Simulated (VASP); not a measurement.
# Ta4C3 (Pm-3m) in VASP: further runs, part 2 of 2

VASP 6.6.1.

## 4. Single point, PBEsol (volume scaled by 0.98)

INCAR reads:

```
  PREC = Accurate
  ENCUT = 520
  EDIFF = 1E-7
  ISMEAR = -1
  SIGMA = 0.05
  LREAL = False
  LASPH = True
  NELM = 100
  ALGO = Normal
  ISIF = 2
  LWAVE = False
  LCHARG = False
  GGA = PS
  NBANDS = 37
```

KPOINTS reads:

```
Automatic mesh
0
Gamma
  6 6 6
```

POSCAR reads:

```
Ta4C3
1.0
    4.4154460004      0.0000000000      0.0000000000
    0.0000000000      4.4154460004      0.0000000000
    0.0000000000      0.0000000000      4.4154460004
Ta C
4 3
Direct
    0.0000000000      0.0000000000      0.0000000000
    0.5000000000      0.5000000000      0.0000000000
    0.5000000000      0.0000000000      0.5000000000
    0.0000000000      0.5000000000      0.5000000000
    0.0000000000      0.0000000000      0.5000000000
    0.0000000000      0.5000000000      0.0000000000
    0.5000000000      0.0000000000      0.0000000000
```

Potentials or basis: VASP PAW PBE potentials, release 64 (Ta_pv, C).

The run is started by

```console
$ cat potpaw_PBE.64/Ta_pv/POTCAR potpaw_PBE.64/C/POTCAR > POTCAR
$ mpirun -np 1 vasp_std > vasp.out
```

OUTCAR:

```text
PREC = Accurate
   ENCUT = 520
   EDIFF = 1E-7
   ISMEAR = -1
   LREAL = False
   LASPH = True
   NELM = 100
   ISIF = 2
   GGA = PS

 ion  position               nearest neighbor table
   1  0.000  0.000  0.000-   5 2.21   6 2.21   7 2.21   5 2.21   6 2.21   7 2.21   3 3.12   4 3.12
                             2 3.12   2 3.12   4 3.12   3 3.12   4 3.12   2 3.12   3 3.12   4 3.12
   2  0.500  0.500  0.000-   6 2.21   7 2.21   7 2.21   6 2.21   3 3.12   3 3.12   4 3.12   1 3.12
                             3 3.12   4 3.12   3 3.12   1 3.12   4 3.12   1 3.12   4 3.12   1 3.12
   3  0.500  0.000  0.500-   5 2.21   7 2.21   7 2.21   5 2.21   2 3.12   1 3.12   2 3.12   4 3.12
                             2 3.12   4 3.12   2 3.12   1 3.12   4 3.12   1 3.12   1 3.12   4 3.12
[... 1009 lines left out ...]
  external PRESSURE =     -20.4326519 kB  Pullay stress =       0.0000000 kB

 VOLUME and BASIS-vectors are now :
 -----------------------------------------------------------------------------
  energy-cutoff  :      520.00
  volume of cell :       86.08
      direct lattice vectors                 reciprocal lattice vectors
     4.415446000  0.000000000  0.000000000     0.226477688  0.000000000  0.000000000
     0.000000000  4.415446000  0.000000000     0.000000000  0.226477688  0.000000000
     0.000000000  0.000000000  4.415446000     0.000000000  0.000000000  0.226477688

 POSITION                                       TOTAL-FORCE (eV/Angst)
 -----------------------------------------------------------------------------------
      0.00000      0.00000      0.00000         0.000000      0.000000      0.000000
      2.20772      2.20772      0.00000         0.000000      0.000000      0.000000
      2.20772      0.00000      2.20772         0.000000      0.000000      0.000000
      0.00000      2.20772      2.20772         0.000000      0.000000      0.000000
      0.00000      0.00000      2.20772         0.000000      0.000000      0.000000
      0.00000      2.20772      0.00000         0.000000      0.000000      0.000000
      2.20772      0.00000      0.00000         0.000000      0.000000      0.000000
 -----------------------------------------------------------------------------------
    total drift:                                0.000000      0.000000      0.000000

  FREE ENERGIE OF THE ION-ELECTRON SYSTEM (eV)
  ---------------------------------------------------
  free  energy   TOTEN  =       -82.7861463651 eV

  energy  without entropy=      -82.7546677290  energy(sigma->0) =      -82.77040705
```

OSZICAR:

```text
N       E                     dE             d eps       ncg     rms          rms(c)
DAV:   1     0.506716767271E+03    0.50672E+03   -0.30580E+04  1488   0.157E+03
DAV:   2    -0.622384492048E+02   -0.56896E+03   -0.55425E+03  1635   0.454E+02
DAV:   3    -0.927711086362E+02   -0.30533E+02   -0.29747E+02  1842   0.952E+01
DAV:   4    -0.934829626618E+02   -0.71185E+00   -0.70779E+00  1851   0.139E+01
DAV:   5    -0.934951111947E+02   -0.12149E-01   -0.12133E-01  1857   0.171E+00    0.449E+01
DAV:   6    -0.832426125807E+02    0.10252E+02   -0.53354E+01  1795   0.314E+01    0.187E+01
DAV:   7    -0.828917344081E+02    0.35088E+00   -0.23792E+00  1798   0.793E+00    0.961E+00
DAV:   8    -0.827948287691E+02    0.96906E-01   -0.37467E-01  1732   0.354E+00    0.113E+00
DAV:   9    -0.827868391579E+02    0.79896E-02   -0.28473E-02  1907   0.881E-01    0.301E-01
DAV:  10    -0.827862549632E+02    0.58419E-03   -0.45537E-03  1945   0.338E-01    0.103E-01
DAV:  11    -0.827861497932E+02    0.10517E-03   -0.93407E-04  1880   0.154E-01    0.321E-02
DAV:  12    -0.827861521266E+02   -0.23334E-05   -0.10831E-04  1831   0.545E-02    0.191E-02
DAV:  13    -0.827861463666E+02    0.57600E-05   -0.17380E-05  1768   0.208E-02    0.236E-03
DAV:  14    -0.827861463969E+02   -0.30371E-07   -0.21723E-06  1843   0.597E-03    0.142E-03
DAV:  15    -0.827861463651E+02    0.31881E-07   -0.10408E-07   985   0.173E-03
   1 F= -.82786146E+02 E0= -.82770407E+02  d E =-.314786E-01
```

stdout:

```text
POSCAR found type information on POSCAR TaC
 POSCAR found :  2 types and       7 ions
 scaLAPACK will be used
 -----------------------------------------------------------------------------
|                                                                             |
|                                                                             |
|     You enforced a specific xc type in the INCAR file but a different       |
|     I HOPE YOU KNOW WHAT YOU ARE DOING!                                     |
|                                                                             |
 -----------------------------------------------------------------------------

 LDA part: xc-table for (Slater+PW92), standard interpolation
 POSCAR, INCAR and KPOINTS ok, starting setup
 FFT: planning ... GRIDC
 FFT: planning ... GRID_SOFT
 FFT: planning ... GRID
 WAVECAR not read
 entering main loop
```

Run time: 33 s. Hardware: 1 thread of Intel Xeon Platinum 8559C (Emerald Rapids), shared host; peak memory 0.22 GiB.

What came out:

```yaml
Free_energy: -82.7861 eV
Pressure: -2.0 GPa
Band_gap_on_the_k_mesh: zero (band 28 reaches 7.49 eV, above the bottom of band 29 at 6.27 eV)
```

Levels at points of the mesh, in eV from the Fermi level:
| k point | band 26 | band 27 | band 28 | band 29 | band 30 | band 31 |
| --- | --- | --- | --- | --- | --- | --- |
| (0.00, 0.00, 0.00) | -0.59 | -0.59 | -0.59 | -0.57 | -0.57 | -0.57 |
| (0.50, 0.00, 0.00) | -1.94 | -1.94 | 0.26 | 0.26 | 0.81 | 1.96 |
| (0.50, 0.50, 0.00) | -1.73 | -0.36 | -0.36 | 1.70 | 1.75 | 1.75 |
| (0.50, 0.50, 0.50) | -1.09 | -1.09 | -0.06 | 3.31 | 3.31 | 3.31 |

Caveat: the cell differs from its parent crystal (volume scaled by 0.98); the PAW data sets were made with another functional, which shifts forces and pressure a little; spin-orbit coupling is left out, which moves the levels of the heavy elements.

## 5. Single point, PBEsol

This run uses another cell than the first one, of 12.55 Å³/atom, 1.064 times its volume.

INCAR reads:

```
PREC = Accurate
ENCUT = 520
EDIFF = 1E-6
ISMEAR = -1
SIGMA = 0.05
LREAL = False
LASPH = True
NELM = 80
ALGO = Normal
ISIF = 2
LWAVE = False
LCHARG = False
GGA = PS
NBANDS = 37
```

KPOINTS reads:

```
regular mesh
0
Gamma
  6 6 6
```

POSCAR: that of step 4 with these lines changed.

```diff
@@ -2,5 +2,5 @@
 1.0
-    4.4154460004      0.0000000000      0.0000000000
-    0.0000000000      4.4154460004      0.0000000000
-    0.0000000000      0.0000000000      4.4154460004
+    4.4452810000      0.0000000000      0.0000000000
+    0.0000000000      4.4452810000      0.0000000000
+    0.0000000000      0.0000000000      4.4452810000
 Ta C
```

Potentials or basis: VASP PAW PBE potentials, release 64 (Ta_pv, C).

The run is started by

```console
$ cat potpaw_PBE.64/Ta_pv/POTCAR potpaw_PBE.64/C/POTCAR > POTCAR
$ mpirun -np 1 vasp_std > vasp.out
```

OUTCAR:

```text
PREC = Accurate
   ENCUT = 520
   EDIFF = 1E-6
   ISMEAR = -1
   LREAL = False
   LASPH = True
   NELM = 80
   ISIF = 2
   GGA = PS

 ion  position               nearest neighbor table
   1  0.000  0.000  0.000-   5 2.22   6 2.22   7 2.22   5 2.22   6 2.22   7 2.22   3 3.14   4 3.14
                             2 3.14   2 3.14   4 3.14   3 3.14   4 3.14   2 3.14   3 3.14   4 3.14
   2  0.500  0.500  0.000-   6 2.22   7 2.22   7 2.22   6 2.22   3 3.14   3 3.14   4 3.14   1 3.14
                             3 3.14   4 3.14   3 3.14   1 3.14   4 3.14   1 3.14   4 3.14   1 3.14
   3  0.500  0.000  0.500-   5 2.22   7 2.22   7 2.22   5 2.22   2 3.14   1 3.14   2 3.14   4 3.14
                             2 3.14   4 3.14   2 3.14   1 3.14   4 3.14   1 3.14   1 3.14   4 3.14
   4  0.000  0.500  0.500-   5 2.22   6 2.22   6 2.22   5 2.22   2 3.14   1 3.14   2 3.14   3 3.14
                             1 3.14   3 3.14   1 3.14   1 3.14   2 3.14   3 3.14   2 3.14   3 3.14
   5  0.000  0.000  0.500-   1 2.22   3 2.22   4 2.22   1 2.22   4 2.22   3 2.22
   6  0.000  0.500  0.000-   1 2.22   2 2.22   4 2.22   4 2.22   1 2.22   2 2.22
   7  0.500  0.000  0.000-   1 2.22   2 2.22   3 2.22   3 2.22   2 2.22   1 2.22

  LATTYP: Found a simple cubic cell.
 ALAT       =     4.4452810000

  Lattice vectors:

 A1 = (   4.4452810000,   0.0000000000,   0.0000000000)
[... 192 lines left out ...]
      2     -28.3802      2.00000
      3     -28.3802      2.00000
      4     -27.7130      2.00000
      5     -27.7130      2.00000
      6     -27.7130      2.00000
[... 789 lines left out ...]
     36      10.5935      0.00000
     37      11.2441      0.00000

------------------------ aborting loop because EDIFF is reached ----------------------------------------

  FORCE on cell =-STRESS in cart. coord.  units (eV):
  Direction    XX          YY          ZZ          XY          YZ          ZX
  --------------------------------------------------------------------------------------
  -------------------------------------------------------------------------------------
  Total       -4.3418786     -4.3418786     -4.3418786      0.0000000     -0.0000000      0.0000000
  in kB      -79.1936932    -79.1936932    -79.1936932      0.0000000     -0.0000000      0.0000000
  external PRESSURE =     -79.1936932 kB  Pullay stress =       0.0000000 kB

 VOLUME and BASIS-vectors are now :
 -----------------------------------------------------------------------------
  energy-cutoff  :      520.00
  volume of cell :       87.84
      direct lattice vectors                 reciprocal lattice vectors
     4.445281000  0.000000000  0.000000000     0.224957657  0.000000000  0.000000000
     0.000000000  4.445281000  0.000000000     0.000000000  0.224957657  0.000000000
     0.000000000  0.000000000  4.445281000     0.000000000  0.000000000  0.224957657

 POSITION                                       TOTAL-FORCE (eV/Angst)
 -----------------------------------------------------------------------------------
      0.00000      0.00000      0.00000         0.000000      0.000000      0.000000
      2.22264      2.22264      0.00000         0.000000      0.000000      0.000000
      2.22264      0.00000      2.22264         0.000000      0.000000      0.000000
      0.00000      2.22264      2.22264         0.000000      0.000000      0.000000
      0.00000      0.00000      2.22264         0.000000      0.000000      0.000000
      0.00000      2.22264      0.00000         0.000000      0.000000      0.000000
      2.22264      0.00000      0.00000         0.000000      0.000000      0.000000
 -----------------------------------------------------------------------------------
    total drift:                                0.000000      0.000000      0.000000

  FREE ENERGIE OF THE ION-ELECTRON SYSTEM (eV)
  ---------------------------------------------------
  free  energy   TOTEN  =       -82.7316110726 eV

  energy  without entropy=      -82.6996748522  energy(sigma->0) =      -82.71564296
```

Run time: 30 s. Hardware: 1 thread of Intel Xeon Platinum 8559C (Emerald Rapids), shared host; peak memory 0.22 GiB.

What came out:

```yaml
Free_energy: -82.7316 eV
Pressure: -7.9 GPa
Band_gap_on_the_k_mesh: zero (band 28 reaches 7.29 eV, above the bottom of band 29 at 6.10 eV)
```

Caveat: the PAW data sets were made with another functional, which shifts forces and pressure a little; spin-orbit coupling is left out, which moves the levels of the heavy elements.

## 6. Single point, PBEsol (volume scaled by 1.02)

INCAR: that of step 5 with these lines changed.

```diff
@@ -2,3 +2,3 @@
 ENCUT = 520
-EDIFF = 1E-6
+EDIFF = 1E-7
 ISMEAR = -1
```

KPOINTS reads:

```
Automatic mesh
0
Gamma
  6 6 6
```

POSCAR: that of step 5 with these lines changed.

```diff
@@ -2,5 +2,5 @@
 1.0
-    4.4452810000      0.0000000000      0.0000000000
-    0.0000000000      4.4452810000      0.0000000000
-    0.0000000000      0.0000000000      4.4452810000
+    4.4747208050      0.0000000000      0.0000000000
+    0.0000000000      4.4747208050      0.0000000000
+    0.0000000000      0.0000000000      4.4747208050
 Ta C
```

Potentials or basis: VASP PAW PBE potentials, release 64 (Ta_pv, C).

The run is started by

```console
$ cat potpaw_PBE.64/Ta_pv/POTCAR potpaw_PBE.64/C/POTCAR > POTCAR
$ mpirun -np 1 vasp_std > vasp.out
```

OUTCAR:

```text
PREC = Accurate
   ENCUT = 520
   EDIFF = 1E-7
   ISMEAR = -1
   LREAL = False
   LASPH = True
   NELM = 80
   ISIF = 2
   GGA = PS

 ion  position               nearest neighbor table
   1  0.000  0.000  0.000-   5 2.24   6 2.24   7 2.24   5 2.24   6 2.24   7 2.24   3 3.16   4 3.16
                             2 3.16   2 3.16   4 3.16   3 3.16   4 3.16   2 3.16   3 3.16   4 3.16
   2  0.500  0.500  0.000-   6 2.24   7 2.24   7 2.24   6 2.24   3 3.16   3 3.16   4 3.16   1 3.16
                             3 3.16   4 3.16   3 3.16   1 3.16   4 3.16   1 3.16   4 3.16   1 3.16
   3  0.500  0.000  0.500-   5 2.24   7 2.24   7 2.24   5 2.24   2 3.16   1 3.16   2 3.16   4 3.16
                             2 3.16   4 3.16   2 3.16   1 3.16   4 3.16   1 3.16   1 3.16   4 3.16
   4  0.000  0.500  0.500-   5 2.24   6 2.24   6 2.24   5 2.24   2 3.16   1 3.16   2 3.16   3 3.16
                             1 3.16   3 3.16   1 3.16   1 3.16   2 3.16   3 3.16   2 3.16   3 3.16
   5  0.000  0.000  0.500-   1 2.24   3 2.24   4 2.24   1 2.24   4 2.24   3 2.24
   6  0.000  0.500  0.000-   1 2.24   2 2.24   4 2.24   4 2.24   1 2.24   2 2.24
   7  0.500  0.000  0.000-   1 2.24   2 2.24   3 2.24   3 2.24   2 2.24   1 2.24

  LATTYP: Found a simple cubic cell.
 ALAT       =     4.4747208050

  Lattice vectors:

 A1 = (   4.4747208050,   0.0000000000,   0.0000000000)
[... 192 lines left out ...]
      2     -28.5919      2.00000
      3     -28.5919      2.00000
      4     -27.9368      2.00000
      5     -27.9368      2.00000
      6     -27.9368      2.00000
[... 789 lines left out ...]
     36      10.3169      0.00000
     37      10.9470      0.00000

------------------------ aborting loop because EDIFF is reached ----------------------------------------

  FORCE on cell =-STRESS in cart. coord.  units (eV):
  Direction    XX          YY          ZZ          XY          YZ          ZX
  --------------------------------------------------------------------------------------
  -------------------------------------------------------------------------------------
  Total       -7.3779628     -7.3779628     -7.3779628      0.0000000     -0.0000000      0.0000000
  in kB     -131.9317163   -131.9317163   -131.9317163      0.0000000     -0.0000000      0.0000000
  external PRESSURE =    -131.9317163 kB  Pullay stress =       0.0000000 kB

 VOLUME and BASIS-vectors are now :
 -----------------------------------------------------------------------------
  energy-cutoff  :      520.00
  volume of cell :       89.60
      direct lattice vectors                 reciprocal lattice vectors
     4.474720805  0.000000000  0.000000000     0.223477630  0.000000000  0.000000000
     0.000000000  4.474720805  0.000000000     0.000000000  0.223477630  0.000000000
     0.000000000  0.000000000  4.474720805     0.000000000  0.000000000  0.223477630

 POSITION                                       TOTAL-FORCE (eV/Angst)
 -----------------------------------------------------------------------------------
      0.00000      0.00000      0.00000         0.000000      0.000000      0.000000
      2.23736      2.23736      0.00000         0.000000      0.000000      0.000000
      2.23736      0.00000      2.23736         0.000000      0.000000      0.000000
      0.00000      2.23736      2.23736         0.000000      0.000000      0.000000
      0.00000      0.00000      2.23736         0.000000      0.000000      0.000000
      0.00000      2.23736      0.00000         0.000000      0.000000      0.000000
      2.23736      0.00000      0.00000         0.000000      0.000000      0.000000
 -----------------------------------------------------------------------------------
    total drift:                                0.000000      0.000000      0.000000

  FREE ENERGIE OF THE ION-ELECTRON SYSTEM (eV)
  ---------------------------------------------------
  free  energy   TOTEN  =       -82.6160047485 eV

  energy  without entropy=      -82.5836049096  energy(sigma->0) =      -82.59980483
```

OSZICAR:

```text
N       E                     dE             d eps       ncg     rms          rms(c)
DAV:   1     0.501688650607E+03    0.50169E+03   -0.30181E+04  1480   0.155E+03
DAV:   2    -0.626468846859E+02   -0.56434E+03   -0.55054E+03  1642   0.451E+02
DAV:   3    -0.926565854195E+02   -0.30010E+02   -0.29360E+02  1852   0.940E+01
DAV:   4    -0.933345948328E+02   -0.67801E+00   -0.67464E+00  1848   0.136E+01
DAV:   5    -0.933472814227E+02   -0.12687E-01   -0.12672E-01  1832   0.174E+00    0.417E+01
DAV:   6    -0.830925790661E+02    0.10255E+02   -0.54576E+01  1791   0.313E+01    0.171E+01
DAV:   7    -0.827251364190E+02    0.36744E+00   -0.26495E+00  1756   0.773E+00    0.889E+00
DAV:   8    -0.826270178130E+02    0.98119E-01   -0.44037E-01  1774   0.361E+00    0.115E+00
DAV:   9    -0.826167751139E+02    0.10243E-01   -0.35696E-02  1892   0.964E-01    0.315E-01
DAV:  10    -0.826161888363E+02    0.58628E-03   -0.62495E-03  1902   0.366E-01    0.120E-01
DAV:  11    -0.826160124279E+02    0.17641E-03   -0.15809E-03  1877   0.192E-01    0.347E-02
DAV:  12    -0.826160096169E+02    0.28109E-05   -0.15320E-04  1813   0.635E-02    0.201E-02
DAV:  13    -0.826160048691E+02    0.47479E-05   -0.12622E-05  1799   0.185E-02    0.337E-03
DAV:  14    -0.826160047600E+02    0.10910E-06   -0.28190E-06  1870   0.640E-03    0.124E-03
DAV:  15    -0.826160047485E+02    0.11471E-07   -0.14110E-07  1123   0.186E-03
   1 F= -.82616005E+02 E0= -.82599805E+02  d E =-.323998E-01
```

stdout:

```text
POSCAR found type information on POSCAR TaC
 POSCAR found :  2 types and       7 ions
 scaLAPACK will be used
 -----------------------------------------------------------------------------
|                                                                             |
|                                                                             |
|     You enforced a specific xc type in the INCAR file but a different       |
|     I HOPE YOU KNOW WHAT YOU ARE DOING!                                     |
|                                                                             |
 -----------------------------------------------------------------------------

 LDA part: xc-table for (Slater+PW92), standard interpolation
 POSCAR, INCAR and KPOINTS ok, starting setup
 FFT: planning ... GRIDC
 FFT: planning ... GRID_SOFT
 FFT: planning ... GRID
 WAVECAR not read
 entering main loop
```

Run time: 32 s. Hardware: 1 thread of Intel Xeon Platinum 8559C (Emerald Rapids), shared host; peak memory 0.22 GiB.

What came out:

- Free energy: -82.6160 eV
- Pressure: -13.2 GPa
- Band gap on the k mesh: zero (band 28 reaches 7.11 eV, above the bottom of band 29 at 5.94 eV)

Caveat: the cell differs from its parent crystal (volume scaled by 1.02); the PAW data sets were made with another functional, which shifts forces and pressure a little; spin-orbit coupling is left out, which moves the levels of the heavy elements.

## 7. Overview

```tsv
cell	gap on the mesh (eV)	pressure (GPa)
a = 4.355 Å, 7 atoms	none	11.7
a = 4.385 Å, 7 atoms	none	4.5
a = 4.415 Å, 7 atoms	none	-2.0
a = 4.445 Å, 7 atoms	none	-7.9
a = 4.475 Å, 7 atoms	none	-13.2
```

Alike in all rows: task single point; level PBEsol; potentials or basis VASP PAW PBE potentials, release 64 (Ta_pv, C); no spin polarisation; k mesh 6 × 6 × 6; cutoff (eV) 520; smearing fermi-dirac 0.05 eV.

Caveats: the PAW data sets were made with another functional, which shifts forces and pressure a little; spin-orbit coupling is left out, which moves the levels of the heavy elements.

Total energies depend on the potentials used, so only differences within one code and one set of settings carry meaning.
